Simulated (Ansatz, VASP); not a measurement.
**One calculation of ScAl3, two programs**

```
Sc Al
1.0
     4.07033    0.00000    0.00000
     0.00000    4.07033    0.00000
     0.00000    0.00000    4.07033
Sc Al
1 3
Direct
  0.00000 0.00000 0.00000
  0.50000 0.50000 0.00000
  0.50000 0.00000 0.50000
  0.00000 0.50000 0.50000
```

Alike in both runs: functional PBEsol; k mesh 10 × 10 × 10; occupations gaussian, width 0.1 eV; no spin polarisation.

Ansatz relaxed the structure, and its values are those at the end. VASP's run is a single point on that final structure, the one shown.

|  | VASP | Ansatz |
| --- | --- | --- |
| version | VASP 6.6.1 | Ansatz 0.2.0 |
| potentials or method | VASP PAW PBE potentials, release 64 (Sc_sv, Al), cutoff 520 eV | scalar-relativistic, plane waves, PAW |
| valence electrons in the cell | 20 | 20 |

Ansatz gave:

```
gap on the k mesh at the Fermi level (eV) : none
pressure (GPa)                            : 0.0
```

Task: Estimate VASP's values.

Result: gap on the k mesh at the Fermi level (eV): none; pressure (GPa): 0.2.

VASP's potentials were made for PBE, not for PBEsol. A gap of «none» marks a metal or a gap that the smearing closes.
